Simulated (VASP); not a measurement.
# PbSe: single point with PBE

Crystal: PbSe.

```
Pb Se
1.0
     3.96525    0.00000    0.00000
     0.00000    3.96525    0.00000
     0.00000    0.00000    3.96525
Pb Se
1 1
Direct
  0.00000 0.00000 0.00000
  0.50000 0.50000 0.50000
```

This cell differs from its parent crystal: strained.

* Program: VASP 6.6.1
* Task: single point
* Functional: PBE
* Potentials or basis: VASP PAW PBE potentials, release 64 (Pb_d, Se)
* Cutoff: 500 eV
* k mesh: 12 × 12 × 12
* Occupations: gaussian, width 0.1 eV
* Spin: no spin polarisation
* Dipole correction: no
* Further INCAR settings: ALGO = Normal; EDIFF = 1e-06; NBANDS = 17

| Item | Value |
| --- | --- |
| Pressure | -5.1 GPa |
| Band gap on the k mesh | zero (band 10 reaches 4.02 eV, above the bottom of band 11 at 3.69 eV) |

Levels at points of the mesh, in eV from the Fermi level:
| k point | band 6 | band 7 | band 8 | band 9 | band 10 | band 11 | band 12 | band 13 | band 14 | band 15 |
| --- | --- | --- | --- | --- | --- | --- | --- | --- | --- | --- |
| (0.00, 0.00, 0.00) | -12.44 | -7.42 | -1.20 | -1.20 | -1.20 | 5.09 | 5.09 | 5.09 | 5.22 | 5.22 |
| (0.50, 0.00, 0.00) | -11.69 | -8.56 | -0.55 | -0.21 | -0.21 | -0.02 | 3.08 | 3.08 | 6.71 | 8.01 |
| (0.50, 0.50, 0.00) | -11.28 | -7.53 | -3.61 | -3.61 | 0.02 | 3.57 | 3.57 | 4.26 | 6.47 | 7.93 |
| (0.50, 0.50, 0.50) | -11.10 | -6.79 | -1.91 | -1.91 | -1.91 | -0.31 | -0.31 | -0.31 | 12.37 | 12.37 |

Run time: 54 s on 1 thread of Intel(R) Xeon(R) Platinum 8259CL CPU @ 2.50GHz (Skylake/Cascade Lake), on a shared host, peak memory 0.23 GiB.

Caveat: the cell differs from its parent crystal (strained); spin-orbit coupling is left out, which moves the levels of the heavy elements.
